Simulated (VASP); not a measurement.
# Be2Te (Fm-3m) in VASP: further runs

Runs on Be2Te. Level: PBE. Tasks: single point, relaxation of cell and atoms.

Everything below comes from runs of VASP 6.6.1. Logs are shortened: lines on timing, memory, paths and dates and some standing lists are left out, and cuts for length are marked.

### Step 1. The cell of the first run

It takes space group Fm-3m (No. 225, cubic). Conventional cell: a = 5.731 Å, b = 5.731 Å, c = 5.731 Å, α = 90.00°, β = 90.00°, γ = 90.00°. Be (site symmetry -43m) has 4 Te at 2.48 Å and 6 Be at 2.87 Å within 3.3 Å. Te (site symmetry m-3m) has 8 Be at 2.48 Å within 3.3 Å.

### Step 2. Single point, PBE

INCAR reads:

```
SYSTEM = Be2Te
  ALGO = Normal
  EDIFF = 1E-6
  ENCUT = 600
  GGA = PE
  GGA_COMPAT = .False.
  ISIF = 2
  ISMEAR = 0
  LASPH = .True.
  LCHARG = .False.
  LREAL = .False.
  LWAVE = .False.
  NBANDS = 12
  NELM = 120
  PREC = Accurate
  SIGMA = 0.1
```

KPOINTS reads:

```
k-points
0
Gamma
  6 6 6
  0 0 0
```

POSCAR reads:

```
Be2Te
1.0
    0.0000000000      2.8653048747      2.8653048747
    2.8653048747      0.0000000000      2.8653048747
    2.8653048747      2.8653048747      0.0000000000
Be Te
2 1
Direct
    0.2500000000      0.2500000000      0.2500000000
    0.7500000000      0.7500000000      0.7500000000
    0.0000000000      0.0000000000      0.0000000000
```

Potentials or basis: VASP PAW PBE potentials, release 64 (Be, Te).

Started as:

```console
$ cat potpaw_PBE.64/Be/POTCAR potpaw_PBE.64/Te/POTCAR > POTCAR
$ mpirun -np 1 vasp_std > vasp.out
```

OUTCAR:

```text
SYSTEM = Be2Te
   EDIFF = 1E-6
   ENCUT = 600
   GGA = PE
   ISIF = 2
   ISMEAR = 0
   LASPH = .True.
   LREAL = .False.
   NELM = 120
   PREC = Accurate

 ion  position               nearest neighbor table
   1  0.250  0.250  0.250-   3 2.48   3 2.48   3 2.48   3 2.48
   2  0.750  0.750  0.750-   3 2.48   3 2.48   3 2.48   3 2.48
   3  0.000  0.000  0.000-   1 2.48   2 2.48   2 2.48   2 2.48   2 2.48   1 2.48   1 2.48   1 2.48

  LATTYP: Found a face centered cubic cell.
 ALAT       =     5.7306097494

  Lattice vectors:

 A1 = (   0.0000000000,   2.8653048747,   2.8653048747)
 A2 = (   2.8653048747,   0.0000000000,   2.8653048747)
 A3 = (   2.8653048747,   2.8653048747,   0.0000000000)

Analysis of symmetry for initial positions (statically):
=====================================================================
 Subroutine PRICEL returns:
 Original cell was already a primitive cell.

 Routine SETGRP: Setting up the symmetry group for a
 face centered cubic supercell.

 Subroutine GETGRP returns: Found 48 space group operations
 (whereof 48 operations were pure point group operations)
 out of a pool of 48 trial point group operations.

The static configuration has the point symmetry O_h .

Analysis of symmetry for dynamics (positions and initial velocities):
=====================================================================
 Subroutine PRICEL returns:
 Original cell was already a primitive cell.

 Routine SETGRP: Setting up the symmetry group for a
 face centered cubic supercell.

 Subroutine GETGRP returns: Found 48 space group operations
 (whereof 48 operations were pure point group operations)
 out of a pool of 48 trial point group operations.

The dynamic configuration has the point symmetry O_h .

 Subroutine INISYM returns: Found 48 space group operations
 (whereof 48 operations are pure point group operations),
 and found     1 'primitive' translations

----------------------------------------------------------------------------------------

                                     Primitive cell

  volume of cell :      47.0481

  direct lattice vectors                    reciprocal lattice vectors
     0.000000000  2.865304875  2.865304875    -0.174501500  0.174501500  0.174501500
     2.865304875  0.000000000  2.865304875     0.174501500 -0.174501500  0.174501500
     2.865304875  2.865304875  0.000000000     0.174501500  0.174501500 -0.174501500

  length of vectors
     4.052153014  4.052153014  4.052153014     0.302245465  0.302245465  0.302245465

  position of ions in fractional coordinates (direct lattice)
     0.250000000  0.250000000  0.250000000
     0.750000000  0.750000000  0.750000000
     0.000000000  0.000000000  0.000000000

  ion indices of the primitive-cell ions
   primitive index   ion index
                 1           1
                 2           2
                 3           3

----------------------------------------------------------------------------------------

 KPOINTS: k-points

Automatic generation of k-mesh.
 Grid dimensions read from file:
 generate k-points for:    6    6    6

 Generating k-lattice:

  Cartesian coordinates                     Fractional coordinates (reciprocal lattice)
    -0.029083583  0.029083583  0.029083583     0.166666667  0.000000000  0.000000000
     0.029083583 -0.029083583  0.029083583     0.000000000  0.166666667  0.000000000
     0.029083583  0.029083583 -0.029083583     0.000000000  0.000000000  0.166666667

  Length of vectors
     0.050374244  0.050374244  0.050374244

  Shift w.r.t. Gamma in fractional coordinates (k-lattice)
     0.000000000  0.000000000  0.000000000

 Subroutine IBZKPT returns following result:
 ===========================================

 Found     16 irreducible k-points:

 Following reciprocal coordinates:
            Coordinates               Weight
  0.000000  0.000000  0.000000      1.000000
  0.166667  0.000000  0.000000      8.000000
  0.333333  0.000000  0.000000      8.000000
  0.500000  0.000000  0.000000      4.000000
  0.166667  0.166667  0.000000      6.000000
  0.333333  0.166667  0.000000     24.000000
[... 8 lines left out ...]
 -0.333333  0.333333  0.166667     24.000000
 -0.333333  0.500000  0.166667     12.000000
   k-points           NKPTS =     16   k-points in BZ     NKDIM =     16   number of bands    NBANDS=     12
   number of dos      NEDOS =    301   number of ions     NIONS =      3
   total plane-waves  NPLWV =  32768
   dimension x,y,z NGX =    32 NGY =   32 NGZ =   32
   dimension x,y,z NGXF=    64 NGYF=   64 NGZF=   64
   ions per type =               2   1
   NGX,Y,Z   is equivalent  to a cutoff of  13.13, 13.13, 13.13 a.u.
   NGXF,Y,Z  is equivalent  to a cutoff of  26.26, 26.26, 26.26 a.u.
 SYSTEM =  Be2Te
   PREC   = accura    normal or accurate (medium, high low for compatibility)
   ISTART =      0    job   : 0-new  1-cont  2-samecut
   ICHARG =      2    charge: 1-file 2-atom 10-const
   ISPIN  =      1    spin polarized calculation?
   LNONCOLLINEAR =      F non collinear calculations
   LSORBIT =      F    spin-orbit coupling
   LASPH  =      T    aspherical Exc in radial PAW
   ENCUT  =  600.0 eV  44.10 Ry    6.64 a.u.   8.09  8.09  8.09*2*pi/ulx,y,z
   NELM   =    120;   NELMIN=  2; NELMDL= -5     # of ELM steps
   EDIFF  = 0.1E-05   stopping-criterion for ELM
   LREAL  =      F    real-space projection
[... 7 lines left out ...]
   TEBEG  =    0.0;   TEEND  =   0.0 temperature during run
   PSTRESS=    0.0 pullay stress
   NELECT =      10.0000    total number of electrons
   NUPDOWN=      -1.0000    fix difference up-down
   EMIN   =  10.00;   EMAX   =-10.00  energy-range for DOS
   EFERMI =   0.00;   METHOD = LEGACY
   ISMEAR =     0;   SIGMA  =   0.10  broadening in eV -4-tet -1-fermi 0-gaus
   EFERMI_NEDOS =   21; number of points for ismear=-14 and -15
   IALGO  =     38    algorithm
   IMIX   =      4    mixing-type and parameters
     AMIX     =   0.40;   BMIX     =  1.00
     AMIX_MAG =   1.60;   BMIX_MAG =  1.00
  volume/ion in A,a.u.               =      15.68       105.83
  Fermi-wavevector in a.u.,A,eV,Ry     =   0.976999  1.846260 12.987121  0.954526
  Thomas-Fermi vector in A             =   2.107662
   LORBIT       =      0    0 simple, 1 ext, 2 COOP (PROOUT), +10 PAW based schemes
   GGA     = PE    functional components
   LHFCALC =     F    Hartree Fock is set to
   AEXX    =    0.0000 exact exchange contribution
   IVDW    =     0    specifies the selected vdW correction
   LEPSILON=     F    determine dielectric tensor
   LRPA    =     F    only Hartree local field effects (RPA)
 non-spin polarized calculation
 Gauss-broadening in eV      SIGMA  =   0.10
  energy-cutoff  :      600.00
  volume of cell :       47.05
 maximum number of plane-waves:      1588
   NGX = 17   NGY = 17   NGZ = 17

 number of electron      10.0000000 magnetization

 Free energy of the ion-electron system (eV)
  ---------------------------------------------------
  ext. energy  EPLUGINS =         0.00000000
  ---------------------------------------------------
  free energy    TOTEN  =        -7.55985610 eV

  energy without entropy =       -7.54119340  energy(sigma->0) =       -7.55052475

 E-fermi :   8.3717     XC(G=0):  -9.9582

 val. band max:        8.3547740272   @ k =   0.5000   0.3333   0.0000
 cond. band min:       8.4861998626   @ k =   0.5000   0.0000   0.0000
 fundamental gap:      0.1314258354
 Fermi energy:         8.3716735055

 k-point     1 :       0.0000    0.0000    0.0000
  band No.  band energies     occupation
      1      -6.7885      2.00000
      2       5.3717      2.00000
      3       5.3717      2.00000
      4       5.3717      2.00000
      5       7.7178      2.00000
      6       7.7178      2.00000
      7       7.7178      2.00000
      8       8.8059      0.00000
      9      11.5347      0.00000
     10      13.0820      0.00000
     11      13.0820      0.00000
     12      13.0820      0.00000

 k-point     2 :       0.1667    0.0000    0.0000
  band No.  band energies     occupation
      1      -6.5378      2.00000
      2       3.1328      2.00000
      3       4.8572      2.00000
      4       4.8572      2.00000
      5       7.9065      2.00000
      6       8.3530      1.20803
      7       8.3530      1.20803
      8      10.6507      0.00000
      9      12.0316      0.00000
     10      12.2936      0.00000
     11      12.2936      0.00000
     12      13.6298      0.00000

 k-point     3 :       0.3333    0.0000    0.0000
  band No.  band energies     occupation
      1      -5.9055      2.00000
      2       0.6346      2.00000
      3       4.2361      2.00000
      4       4.2361      2.00000
      5       7.6595      2.00000
      6       8.6296      0.00026
      7       8.6296      0.00026
      8      11.8619      0.00000
      9      13.0839      0.00000
     10      13.0920      0.00000
     11      13.0920      0.00000
     12      16.7621      0.00000
[... 166 lines left out ...]
 k-point    15 :      -0.3333    0.3333    0.1667
  band No.  band energies     occupation
      1      -5.0953      2.00000
      2       0.2964      2.00000
      3       1.4628      2.00000
      4       2.5391      2.00000
      5       8.8637      0.00000
      6       8.8771      0.00000
      7      11.3155      0.00000
      8      11.6956      0.00000
      9      12.5441      0.00000
     10      14.3042      0.00000
     11      16.0818      0.00000
     12      16.3667      0.00000

 k-point    16 :      -0.3333    0.5000    0.1667
  band No.  band energies     occupation
      1      -4.9545      2.00000
      2       0.4300      2.00000
      3       1.4589      2.00000
      4       1.8547      2.00000
      5       8.1340      1.99923
      6       8.6068      0.00088
      7      11.3128      0.00000
      8      12.3466      0.00000
      9      14.1506      0.00000
     10      15.1471      0.00000
     11      16.1227      0.00000
     12      16.9671      0.00000

------------------------ aborting loop because EDIFF is reached ----------------------------------------

  FORCE on cell =-STRESS in cart. coord.  units (eV):
  Direction    XX          YY          ZZ          XY          YZ          ZX
  --------------------------------------------------------------------------------------
  -------------------------------------------------------------------------------------
  Total        3.5322319      3.5322319      3.5322319      0.0000000      0.0000000      0.0000000
  in kB      120.2866099    120.2866099    120.2866099      0.0000000      0.0000000      0.0000000
  external PRESSURE =     120.2866099 kB  Pullay stress =       0.0000000 kB

 VOLUME and BASIS-vectors are now :
 -----------------------------------------------------------------------------
  energy-cutoff  :      600.00
  volume of cell :       47.05
      direct lattice vectors                 reciprocal lattice vectors
     0.000000000  2.865304875  2.865304875    -0.174501500  0.174501500  0.174501500
     2.865304875  0.000000000  2.865304875     0.174501500 -0.174501500  0.174501500
     2.865304875  2.865304875  0.000000000     0.174501500  0.174501500 -0.174501500

 POSITION                                       TOTAL-FORCE (eV/Angst)
 -----------------------------------------------------------------------------------
      1.43265      1.43265      1.43265        -0.000000     -0.000000     -0.000000
      4.29796      4.29796      4.29796         0.000000      0.000000     -0.000000
      0.00000      0.00000      0.00000        -0.000000      0.000000      0.000000
 -----------------------------------------------------------------------------------
    total drift:                                0.000000     -0.000000      0.000000

  FREE ENERGIE OF THE ION-ELECTRON SYSTEM (eV)
  ---------------------------------------------------
  free  energy   TOTEN  =        -7.5598561041 eV

  energy  without entropy=       -7.5411934046  energy(sigma->0) =       -7.55052475
```

It took 7.7 s on 1 thread of Intel Xeon Platinum 8259CL at 2.50GHz (Skylake/Cascade Lake), shared host; peak memory 0.18 GiB.

What came out:

```yaml
Free_energy: -7.5599 eV
Pressure: 12.0 GPa
Band_gap_on_the_k_mesh: zero (bands 5 and 6 overlap by 1.99 eV)
```

Levels at points of the mesh, in eV from the Fermi level:
| k point | band 2 | band 3 | band 4 | band 5 | band 6 | band 7 | band 8 | band 9 |
| --- | --- | --- | --- | --- | --- | --- | --- | --- |
| (0.00, 0.00, 0.00) | -3.00 | -3.00 | -3.00 | -0.65 | -0.65 | -0.65 | 0.43 | 3.16 |
| (0.50, 0.00, 0.00) | -8.82 | -4.36 | -4.36 | -0.82 | 0.11 | 0.11 | 3.36 | 6.47 |
| (0.50, 0.50, 0.00) | -8.33 | -6.09 | -6.09 | -1.81 | -1.50 | 5.54 | 5.54 | 7.19 |

Caveat: the cell stands under pressure; spin-orbit coupling is left out, which moves the levels of the heavy elements.

### Step 3. Single point, PBE

This run uses another cell than the first one, of 18.53 Å³/atom.

INCAR reads:

```
PREC = Accurate
ENCUT = 600
EDIFF = 1E-6
ISMEAR = 0
SIGMA = 0.1
LREAL = F
LASPH = T
NELM = 120
ALGO = Normal
ISIF = 2
LWAVE = F
LCHARG = F
GGA = PE
NBANDS = 12
GGA_COMPAT = F
```

KPOINTS reads:

```
Automatic mesh
0
Gamma
  6 6 6
```

POSCAR reads:

```
Be2Te
1.0
    0.0000000000      3.0294154343      3.0294154343
    3.0294154343      0.0000000000      3.0294154343
    3.0294154343      3.0294154343      0.0000000000
Be Te
2 1
Direct
    0.2500000000      0.2500000000      0.2500000000
    0.7500000000      0.7500000000      0.7500000000
    0.0000000000      0.0000000000      0.0000000000
```

Potentials or basis: VASP PAW PBE potentials, release 64 (Be, Te).

Started as:

```console
$ cat potpaw_PBE.64/Be/POTCAR potpaw_PBE.64/Te/POTCAR > POTCAR
$ mpirun -np 1 vasp_std > vasp.out
```

Run time: 12 s. Hardware: 1 thread of Intel Xeon Platinum 8259CL at 2.50GHz (Skylake/Cascade Lake), shared host; peak memory 0.2 GiB.

Results (log left out):

```
Free energy            : -7.8526 eV
Pressure               : 0.4 GPa
Band gap on the k mesh : zero (bands 5 and 6 overlap by 1.45 eV)
```

Levels at points of the mesh, in eV from the Fermi level:
| k point | band 3 | band 4 | band 5 | band 6 | band 7 | band 8 |
| --- | --- | --- | --- | --- | --- | --- |
| (0.00, 0.00, 0.00) | -2.97 | -2.97 | -0.71 | -0.39 | -0.39 | -0.39 |
| (0.50, 0.00, 0.00) | -4.03 | -4.03 | -1.33 | 0.34 | 0.34 | 3.06 |
| (0.50, 0.50, 0.00) | -5.43 | -5.43 | -1.83 | -1.19 | 4.98 | 4.98 |

Caveat: spin-orbit coupling is left out, which moves the levels of the heavy elements.

### Step 4. Relaxation of cell and atoms, PBE

INCAR reads:

```
SYSTEM = Be2Te
PREC     = Accurate       ! precision mode
ENCUT    = 600            ! plane-wave cutoff, eV
EDIFF    = 1E-7           ! SCF threshold, eV
ISMEAR   = 0              ! smearing method
SIGMA    = 0.1            ! smearing width, eV
LREAL    = .FALSE.        ! projectors in reciprocal space
LASPH    = .TRUE.         ! aspherical terms in the spheres
NELM     = 120            ! most SCF steps
ALGO     = Normal         ! electronic algorithm
ISIF     = 3              ! what is computed and relaxed
LWAVE    = .FALSE.        ! write WAVECAR
LCHARG   = .FALSE.        ! write CHGCAR
GGA      = PE             ! functional
IBRION   = 2              ! ionic algorithm
NSW      = 90             ! ionic steps
EDIFFG   = -0.04          ! ionic threshold
GGA_COMPAT= .FALSE.      
NELMIN   = 4
```

KPOINTS reads:

```
Automatic mesh
0
G
  6 6 6
  0 0 0
```

POSCAR reads:

```
Be2Te
1.0
    0.0000000000      2.8653048747      2.8653048747
    2.8653048747      0.0000000000      2.8653048747
    2.8653048747      2.8653048747      0.0000000000
Be Te
2 1
Direct
    0.2500000000      0.2500000000      0.2500000000
    0.7500000000      0.7500000000      0.7500000000
    0.0000000000      0.0000000000      0.0000000000
```

Started as:

```console
$ cat potpaw_PBE.64/Be/POTCAR potpaw_PBE.64/Te/POTCAR > POTCAR
$ mpirun -np 1 vasp_std > vasp.out
```

It took 20 s on 1 thread of Intel Xeon Platinum 8259CL at 2.50GHz (Skylake/Cascade Lake), shared host; peak memory 0.19 GiB.

Results (log left out):

| Property | Result |
| --- | --- |
| Free energy | -7.8529 eV |
| Relaxed volume | 18.71 Å³/atom |
| Relaxed cell | a = 4.298 Å, b = 4.298 Å, c = 4.298 Å, α = 60.00°, β = 60.00°, γ = 60.00° |
| Space group after relaxing (to 0.1 Å) | Fm-3m (No. 225) |
| Energy gained by relaxing | 97.7 meV/atom |
| Ionic steps | 3 |
| Pressure after relaxing | 0.0 GPa |
| Band gap on the k mesh | zero (bands 5 and 6 overlap by 1.42 eV) |

Step by step:
```
step  energy change (eV)  largest force (eV/Å)  pressure (GPa)  volume (Å³)
   1              0.0000                0.0000           12.04        47.05
   2             -0.2923                0.0000            0.47        55.54
   3             -0.2931                0.0000           -0.05        56.12
```

Final structure:
```
Be Te
1.0
     0.00000    3.03882    3.03882
     3.03882    0.00000    3.03882
     3.03882    3.03882    0.00000
Be Te
2 1
Direct
  0.25000 0.25000 0.25000
  0.75000 0.75000 0.75000
  0.00000 0.00000 0.00000
```

Levels at points of the mesh, in eV from the Fermi level:
| k point | band 1 | band 2 | band 3 | band 4 | band 5 | band 6 | band 7 | band 8 | band 9 |
| --- | --- | --- | --- | --- | --- | --- | --- | --- | --- |
| (0.00, 0.00, 0.00) | -14.13 | -2.97 | -2.97 | -2.97 | -0.77 | -0.38 | -0.38 | -0.38 | 2.27 |
| (0.50, 0.00, 0.00) | -13.17 | -7.80 | -4.02 | -4.02 | -1.35 | 0.35 | 0.35 | 3.04 | 5.71 |
| (0.50, 0.50, 0.00) | -12.82 | -7.46 | -5.39 | -5.39 | -1.83 | -1.18 | 4.95 | 4.95 | 6.18 |

Caveat: the volume moved by over 15 % at a fixed basis, so the end points are rough; spin-orbit coupling is left out, which moves the levels of the heavy elements.

(Part 1 of 2 ends here.)

The gap in the log of VASP goes by the Fermi energy; the results here count the filled bands.